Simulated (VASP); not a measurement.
# NaI (F-43m) in VASP: further runs

The runs below take NaI through single point, with PBE.

All numbers are computed with VASP 6.6.1; they aren't measurements. Logs are shortened: lines on timing, memory, paths and dates and some standing lists are left out, and cuts for length are marked.

### 1 The cell of the first run

Symmetry: F-43m, No. 216, cubic system. Conventional cell: a = 7.086 Å, b = 7.086 Å, c = 7.086 Å, α = 90.00°, β = 90.00°, γ = 90.00°. Within 4.0 Å of Na (site symmetry -43m) lie 4 I at 3.07 Å. Within 4.0 Å of I (site symmetry -43m) lie 4 Na at 3.07 Å.

### 2 Single point, PBE

File INCAR:

```
PREC = Accurate
ENCUT = 520
EDIFF = 1E-6
ISMEAR = 0
SIGMA = 0.01
LREAL = F
LASPH = T
NELM = 80
ALGO = Normal
ISIF = 2
LWAVE = F
LCHARG = T
GGA = PE
LELF = T
LVHAR = T
NBANDS = 14
```

File KPOINTS:

```
Automatic mesh
0
Gamma
  6 6 6
```

File POSCAR:

```
NaI
1.0
    0.0000000000      3.5431916794      3.5431916794
    3.5431916794      0.0000000000      3.5431916794
    3.5431916794      3.5431916794      0.0000000000
Na I
1 1
Direct
    0.0000000000      0.0000000000      0.0000000000
    0.2500000000      0.2500000000      0.2500000000
```

Potentials or basis: VASP PAW PBE potentials, release 64 (Na_pv, I).

Launch:

```console
> cat potpaw_PBE.64/Na_pv/POTCAR potpaw_PBE.64/I/POTCAR > POTCAR
> mpirun -np 1 vasp_std > vasp.out
```

OUTCAR:

```text
PREC = Accurate
   ENCUT = 520
   EDIFF = 1E-6
   ISMEAR = 0
   LREAL = F
   LASPH = T
   NELM = 80
   ISIF = 2
   GGA = PE

 ion  position               nearest neighbor table
   1  0.000  0.000  0.000-   2 3.07   2 3.07   2 3.07   2 3.07
   2  0.250  0.250  0.250-   1 3.07   1 3.07   1 3.07   1 3.07

  LATTYP: Found a face centered cubic cell.
 ALAT       =     7.0863833588

  Lattice vectors:

 A1 = (   0.0000000000,   3.5431916794,   3.5431916794)
 A2 = (   3.5431916794,   0.0000000000,   3.5431916794)
 A3 = (   3.5431916794,   3.5431916794,   0.0000000000)

Analysis of symmetry for initial positions (statically):
=====================================================================
 Subroutine PRICEL returns:
 Original cell was already a primitive cell.

 Routine SETGRP: Setting up the symmetry group for a
 face centered cubic supercell.

 Subroutine GETGRP returns: Found 24 space group operations
 (whereof 24 operations were pure point group operations)
 out of a pool of 48 trial point group operations.

The static configuration has the point symmetry T_d .

Analysis of symmetry for dynamics (positions and initial velocities):
=====================================================================
 Subroutine PRICEL returns:
 Original cell was already a primitive cell.

 Routine SETGRP: Setting up the symmetry group for a
 face centered cubic supercell.

 Subroutine GETGRP returns: Found 24 space group operations
 (whereof 24 operations were pure point group operations)
 out of a pool of 48 trial point group operations.

The dynamic configuration has the point symmetry T_d .

 Subroutine INISYM returns: Found 24 space group operations
 (whereof 24 operations are pure point group operations),
 and found     1 'primitive' translations

----------------------------------------------------------------------------------------

                                     Primitive cell

  volume of cell :      88.9639

  direct lattice vectors                    reciprocal lattice vectors
     0.000000000  3.543191679  3.543191679    -0.141115707  0.141115707  0.141115707
     3.543191679  0.000000000  3.543191679     0.141115707 -0.141115707  0.141115707
     3.543191679  3.543191679  0.000000000     0.141115707  0.141115707 -0.141115707

  length of vectors
     5.010829727  5.010829727  5.010829727     0.244419575  0.244419575  0.244419575

  position of ions in fractional coordinates (direct lattice)
     0.000000000  0.000000000  0.000000000
     0.250000000  0.250000000  0.250000000

  ion indices of the primitive-cell ions
   primitive index   ion index
                 1           1
                 2           2

----------------------------------------------------------------------------------------

 KPOINTS: Automatic mesh

Automatic generation of k-mesh.
 Grid dimensions read from file:
 generate k-points for:    6    6    6

 Generating k-lattice:

  Cartesian coordinates                     Fractional coordinates (reciprocal lattice)
    -0.023519285  0.023519285  0.023519285     0.166666667  0.000000000  0.000000000
     0.023519285 -0.023519285  0.023519285     0.000000000  0.166666667  0.000000000
     0.023519285  0.023519285 -0.023519285     0.000000000  0.000000000  0.166666667

  Length of vectors
     0.040736596  0.040736596  0.040736596

  Shift w.r.t. Gamma in fractional coordinates (k-lattice)
     0.000000000  0.000000000  0.000000000

 Subroutine IBZKPT returns following result:
 ===========================================

 Found     16 irreducible k-points:

 Following reciprocal coordinates:
            Coordinates               Weight
  0.000000  0.000000  0.000000      1.000000
  0.166667  0.000000  0.000000      8.000000
  0.333333  0.000000  0.000000      8.000000
  0.500000  0.000000  0.000000      4.000000
  0.166667  0.166667  0.000000      6.000000
  0.333333  0.166667  0.000000     24.000000
[... 8 lines left out ...]
 -0.333333  0.333333  0.166667     24.000000
 -0.333333  0.500000  0.166667     12.000000
   k-points           NKPTS =     16   k-points in BZ     NKDIM =     16   number of bands    NBANDS=     14
   number of dos      NEDOS =    301   number of ions     NIONS =      2
   total plane-waves  NPLWV =  64000
   dimension x,y,z NGX =    40 NGY =   40 NGZ =   40
   dimension x,y,z NGXF=    80 NGYF=   80 NGZF=   80
   ions per type =               1   1
   NGX,Y,Z   is equivalent  to a cutoff of  13.27, 13.27, 13.27 a.u.
   NGXF,Y,Z  is equivalent  to a cutoff of  26.54, 26.54, 26.54 a.u.
 SYSTEM =  unknown system
   PREC   = accura    normal or accurate (medium, high low for compatibility)
   ISTART =      0    job   : 0-new  1-cont  2-samecut
   ICHARG =      2    charge: 1-file 2-atom 10-const
   ISPIN  =      1    spin polarized calculation?
   LNONCOLLINEAR =      F non collinear calculations
   LSORBIT =      F    spin-orbit coupling
   LASPH  =      T    aspherical Exc in radial PAW
   ENCUT  =  520.0 eV  38.22 Ry    6.18 a.u.   9.32  9.32  9.32*2*pi/ulx,y,z
   NELM   =     80;   NELMIN=  2; NELMDL= -5     # of ELM steps
   EDIFF  = 0.1E-05   stopping-criterion for ELM
   LREAL  =      F    real-space projection
   EDIFFG = 0.1E-04   stopping-criterion for IOM
   NSW    =      0    number of steps for IOM
   IBRION =     -1    ionic relax: 0-MD 1-quasi-New 2-CG
   NFREE  =      0    steps in history (QN), initial steepest desc. (CG)
   ISIF   =      2    stress and relaxation
   ISYM   =      2    0-nonsym 1-usesym 2-fastsym
   POTIM  = 0.5000    time-step for ionic-motion
   TEBEG  =    0.0;   TEEND  =   0.0 temperature during run
   PSTRESS=    0.0 pullay stress
   NELECT =      14.0000    total number of electrons
   NUPDOWN=      -1.0000    fix difference up-down
   EMIN   =  10.00;   EMAX   =-10.00  energy-range for DOS
   EFERMI =   0.00;   METHOD = LEGACY
   ISMEAR =     0;   SIGMA  =   0.01  broadening in eV -4-tet -1-fermi 0-gaus
   EFERMI_NEDOS =   21; number of points for ismear=-14 and -15
   IALGO  =     38    algorithm
   IMIX   =      4    mixing-type and parameters
     AMIX     =   0.40;   BMIX     =  1.00
     AMIX_MAG =   1.60;   BMIX_MAG =  1.00
  volume/ion in A,a.u.               =      44.48       300.18
  Fermi-wavevector in a.u.,A,eV,Ry     =   0.883852  1.670238 10.628794  0.781194
  Thomas-Fermi vector in A             =   2.004674
   LORBIT       =      0    0 simple, 1 ext, 2 COOP (PROOUT), +10 PAW based schemes
   GGA     = PE    functional components
   LHFCALC =     F    Hartree Fock is set to
   AEXX    =    0.0000 exact exchange contribution
   IVDW    =     0    specifies the selected vdW correction
   LEPSILON=     F    determine dielectric tensor
   LRPA    =     F    only Hartree local field effects (RPA)
 non-spin polarized calculation
 Gauss-broadening in eV      SIGMA  =   0.01
  energy-cutoff  :      520.00
  volume of cell :       88.96
 maximum number of plane-waves:      2421
 NGX is ok and might be reduce to    40
   NGX = 19   NGY = 19   NGZ = 19

 number of electron      14.0000001 magnetization

 Free energy of the ion-electron system (eV)
  ---------------------------------------------------
  ext. energy  EPLUGINS =         0.00000000
  ---------------------------------------------------
  free energy    TOTEN  =        -5.29019773 eV

  energy without entropy =       -5.29019773  energy(sigma->0) =       -5.29019773

 E-fermi :  -1.0459     XC(G=0):  -6.4611

 val. band max:       -1.1097442113   @ k =   0.0000   0.0000   0.0000
 cond. band min:       2.7123702272   @ k =   0.0000   0.0000   0.0000
 fundamental gap:      3.8221144385
 Fermi energy:        -1.0459365945

 k-point     1 :       0.0000    0.0000    0.0000
  band No.  band energies     occupation
      1     -23.1982      2.00000
      2     -23.1982      2.00000
      3     -23.1982      2.00000
      4     -11.5426      2.00000
      5      -1.1097      2.00000
      6      -1.1097      2.00000
      7      -1.1097      2.00000
      8       2.7124      0.00000
      9       6.7894      0.00000
     10       6.7894      0.00000
     11       6.7894      0.00000
     12       8.5607      0.00000
     13       8.5607      0.00000
     14       9.8637      0.00000

 k-point     2 :       0.1667    0.0000    0.0000
  band No.  band energies     occupation
      1     -23.1988      2.00000
      2     -23.1983      2.00000
      3     -23.1983      2.00000
      4     -11.5110      2.00000
      5      -1.4955      2.00000
      6      -1.1443      2.00000
      7      -1.1443      2.00000
      8       3.2912      0.00000
      9       6.4309      0.00000
     10       6.9386      0.00000
     11       6.9386      0.00000
     12       8.1665      0.00000
     13       8.1665      0.00000
     14       9.6642      0.00000

 k-point     3 :       0.3333    0.0000    0.0000
  band No.  band energies     occupation
      1     -23.2001      2.00000
      2     -23.1985      2.00000
      3     -23.1985      2.00000
      4     -11.4463      2.00000
      5      -2.0865      2.00000
      6      -1.2106      2.00000
      7      -1.2106      2.00000
      8       4.1145      0.00000
      9       6.3389      0.00000
     10       6.7413      0.00000
     11       6.7413      0.00000
     12       8.7828      0.00000
     13       8.7828      0.00000
     14       9.1124      0.00000
[... 188 lines left out ...]
 k-point    15 :      -0.3333    0.3333    0.1667
  band No.  band energies     occupation
      1     -23.2006      2.00000
      2     -23.1992      2.00000
      3     -23.1988      2.00000
      4     -11.3814      2.00000
      5      -2.0762      2.00000
      6      -1.7485      2.00000
      7      -1.4279      2.00000
      8       5.1671      0.00000
      9       5.5566      0.00000
     10       6.5328      0.00000
     11       7.3567      0.00000
     12       8.6568      0.00000
     13       9.8594      0.00000
     14      10.5943      0.00000

 k-point    16 :      -0.3333    0.5000    0.1667
  band No.  band energies     occupation
      1     -23.2008      2.00000
      2     -23.1992      2.00000
      3     -23.1990      2.00000
      4     -11.3708      2.00000
      5      -2.0903      2.00000
      6      -1.7079      2.00000
      7      -1.5462      2.00000
      8       4.6511      0.00000
      9       5.6699      0.00000
     10       7.0552      0.00000
     11       7.3242      0.00000
     12       9.5496      0.00000
     13      10.3210      0.00000
     14      10.6378      0.00000

------------------------ aborting loop because EDIFF is reached ----------------------------------------

  FORCE on cell =-STRESS in cart. coord.  units (eV):
  Direction    XX          YY          ZZ          XY          YZ          ZX
  --------------------------------------------------------------------------------------
  -------------------------------------------------------------------------------------
  Total        0.2115792      0.2115792      0.2115792      0.0000000      0.0000000      0.0000000
  in kB        3.8103920      3.8103920      3.8103920      0.0000000      0.0000000      0.0000000
  external PRESSURE =       3.8103920 kB  Pullay stress =       0.0000000 kB

 VOLUME and BASIS-vectors are now :
 -----------------------------------------------------------------------------
  energy-cutoff  :      520.00
  volume of cell :       88.96
      direct lattice vectors                 reciprocal lattice vectors
     0.000000000  3.543191679  3.543191679    -0.141115707  0.141115707  0.141115707
     3.543191679  0.000000000  3.543191679     0.141115707 -0.141115707  0.141115707
     3.543191679  3.543191679  0.000000000     0.141115707  0.141115707 -0.141115707

 POSITION                                       TOTAL-FORCE (eV/Angst)
 -----------------------------------------------------------------------------------
      0.00000      0.00000      0.00000         0.000000     -0.000000     -0.000000
      1.77160      1.77160      1.77160        -0.000000      0.000000      0.000000
 -----------------------------------------------------------------------------------
    total drift:                                0.000001      0.000001      0.000001

  FREE ENERGIE OF THE ION-ELECTRON SYSTEM (eV)
  ---------------------------------------------------
  free  energy   TOTEN  =        -5.2901977267 eV

  energy  without entropy=       -5.2901977267  energy(sigma->0) =       -5.29019773
```

Wall time 18 s (1 thread of AMD EPYC 7R13 (Zen 3), shared host); peak memory 0.21 GiB.

Results:

```yaml
Free_energy: -5.2902 eV
Pressure: 0.4 GPa
Band_gap_on_the_k_mesh: 3.82 eV, direct
```

Levels at points of the mesh, in eV from the valence-band top:
```tsv
k point	band 5	band 6	band 7	band 8	band 9	band 10
(0.00, 0.00, 0.00)	0.00	0.00	0.00	3.82	7.90	7.90
(0.50, 0.00, 0.00)	-1.22	-0.13	-0.13	5.41	7.66	7.66
(0.50, 0.50, 0.00)	-1.13	-0.40	-0.40	5.19	6.19	9.03
```

Caveat: spin-orbit coupling is left out, which moves the levels of the heavy elements.

### 3 Single point, PBE (volume changed by -6%)

File INCAR:

```
ALGO     = Normal         # electronic algorithm
EDIFF    = 1E-7           # SCF threshold, eV
ENCUT    = 520            # plane-wave cutoff, eV
GGA      = PE             # functional
ISIF     = 2              # what is computed and relaxed
ISMEAR   = 0              # smearing method
LASPH    = T              # aspherical terms in the spheres
LCHARG   = F              # write CHGCAR
LREAL    = F              # projectors in reciprocal space
LWAVE    = F              # write WAVECAR
NBANDS   = 14             # bands
NELM     = 100            # most SCF steps
PREC     = Accurate       # precision mode
SIGMA    = 0.01           # smearing width, eV
```

File KPOINTS:

```
k-points
0
Gamma
  6 6 6
```

File POSCAR:

```
NaI
1.0
    0.0000000000      3.5078714788      3.5078714788
    3.5078714788      0.0000000000      3.5078714788
    3.5078714788      3.5078714788      0.0000000000
Na I
1 1
Direct
    0.0000000000      0.0000000000      0.0000000000
    0.2500000000      0.2500000000      0.2500000000
```

Potentials or basis: VASP PAW PBE potentials, release 64 (Na_pv, I).

Launch:

```console
> cat potpaw_PBE.64/Na_pv/POTCAR potpaw_PBE.64/I/POTCAR > POTCAR
> mpirun -np 1 vasp_std > vasp.out
```

OUTCAR:

```text
EDIFF = 1E-7
   ENCUT = 520
   GGA = PE
   ISIF = 2
   ISMEAR = 0
   LASPH = T
   LREAL = F
   NELM = 100
   PREC = Accurate

 ion  position               nearest neighbor table
   1  0.000  0.000  0.000-   2 3.04   2 3.04   2 3.04   2 3.04
   2  0.250  0.250  0.250-   1 3.04   1 3.04   1 3.04   1 3.04

  LATTYP: Found a face centered cubic cell.
 ALAT       =     7.0157429576

  Lattice vectors:

 A1 = (   0.0000000000,   3.5078714788,   3.5078714788)
 A2 = (   3.5078714788,   0.0000000000,   3.5078714788)
 A3 = (   3.5078714788,   3.5078714788,   0.0000000000)

Analysis of symmetry for initial positions (statically):
=====================================================================
 Subroutine PRICEL returns:
 Original cell was already a primitive cell.

 Routine SETGRP: Setting up the symmetry group for a
 face centered cubic supercell.

 Subroutine GETGRP returns: Found 24 space group operations
 (whereof 24 operations were pure point group operations)
 out of a pool of 48 trial point group operations.

The static configuration has the point symmetry T_d .

Analysis of symmetry for dynamics (positions and initial velocities):
=====================================================================
 Subroutine PRICEL returns:
 Original cell was already a primitive cell.

 Routine SETGRP: Setting up the symmetry group for a
 face centered cubic supercell.

 Subroutine GETGRP returns: Found 24 space group operations
 (whereof 24 operations were pure point group operations)
 out of a pool of 48 trial point group operations.

The dynamic configuration has the point symmetry T_d .

 Subroutine INISYM returns: Found 24 space group operations
 (whereof 24 operations are pure point group operations),
 and found     1 'primitive' translations

----------------------------------------------------------------------------------------

                                     Primitive cell

  volume of cell :      86.3299

  direct lattice vectors                    reciprocal lattice vectors
[... 109 lines left out ...]
 non-spin polarized calculation
 Gauss-broadening in eV      SIGMA  =   0.01
  energy-cutoff  :      520.00
  volume of cell :       86.33
 maximum number of plane-waves:      2357
 NGX is ok and might be reduce to    40
   NGX = 19   NGY = 19   NGZ = 19

 number of electron      14.0000008 magnetization

 Free energy of the ion-electron system (eV)
  ---------------------------------------------------
  ext. energy  EPLUGINS =         0.00000000
  ---------------------------------------------------
  free energy    TOTEN  =        -5.28062558 eV

  energy without entropy =       -5.28062558  energy(sigma->0) =       -5.28062558

 E-fermi :  -0.8919     XC(G=0):  -6.5689

 val. band max:       -0.9638561193   @ k =   0.0000   0.0000   0.0000
 cond. band min:       2.9094758793   @ k =   0.0000   0.0000   0.0000
 fundamental gap:      3.8733319986
 Fermi energy:        -0.8918987060

 k-point     1 :       0.0000    0.0000    0.0000
  band No.  band energies     occupation
      1     -22.9990      2.00000
      2     -22.9990      2.00000
      3     -22.9990      2.00000
      4     -11.4373      2.00000
      5      -0.9639      2.00000
      6      -0.9639      2.00000
      7      -0.9639      2.00000
      8       2.9095      0.00000
      9       6.9858      0.00000
     10       6.9858      0.00000
     11       6.9858      0.00000
     12       8.7651      0.00000
     13       8.7651      0.00000
     14      10.1386      0.00000
[... 241 lines left out ...]
      1     -23.0020      2.00000
      2     -23.0001      2.00000
      3     -22.9999      2.00000
      4     -11.2477      2.00000
      5      -1.9939      2.00000
      6      -1.5949      2.00000
      7      -1.4246      2.00000
      8       4.7985      0.00000
      9       5.8770      0.00000
     10       7.3154      0.00000
     11       7.5596      0.00000
     12       9.8530      0.00000
     13      10.5985      0.00000
     14      10.9143      0.00000

------------------------ aborting loop because EDIFF is reached ----------------------------------------

  FORCE on cell =-STRESS in cart. coord.  units (eV):
  Direction    XX          YY          ZZ          XY          YZ          ZX
  --------------------------------------------------------------------------------------
  -------------------------------------------------------------------------------------
  Total        0.4210660      0.4210660      0.4210660      0.0000000      0.0000000      0.0000000
  in kB        7.8144737      7.8144737      7.8144737      0.0000000      0.0000000      0.0000000
  external PRESSURE =       7.8144737 kB  Pullay stress =       0.0000000 kB

 VOLUME and BASIS-vectors are now :
 -----------------------------------------------------------------------------
  energy-cutoff  :      520.00
  volume of cell :       86.33
      direct lattice vectors                 reciprocal lattice vectors
     0.000000000  3.507871479  3.507871479    -0.142536579  0.142536579  0.142536579
     3.507871479  0.000000000  3.507871479     0.142536579 -0.142536579  0.142536579
     3.507871479  3.507871479  0.000000000     0.142536579  0.142536579 -0.142536579

 POSITION                                       TOTAL-FORCE (eV/Angst)
 -----------------------------------------------------------------------------------
      0.00000      0.00000      0.00000         0.000000      0.000000     -0.000000
      1.75394      1.75394      1.75394        -0.000000     -0.000000      0.000000
 -----------------------------------------------------------------------------------
    total drift:                                0.000001      0.000001      0.000001

  FREE ENERGIE OF THE ION-ELECTRON SYSTEM (eV)
  ---------------------------------------------------
  free  energy   TOTEN  =        -5.2806255786 eV

  energy  without entropy=       -5.2806255786  energy(sigma->0) =       -5.28062558
```

Wall time 18 s (1 thread of AMD EPYC 7R13 (Zen 3), shared host); peak memory 0.2 GiB.

Results:

```yaml
Free_energy: -5.2806 eV
Pressure: 0.8 GPa
Band_gap_on_the_k_mesh: 3.87 eV, direct
```

Caveat: spin-orbit coupling is left out, which moves the levels of the heavy elements.
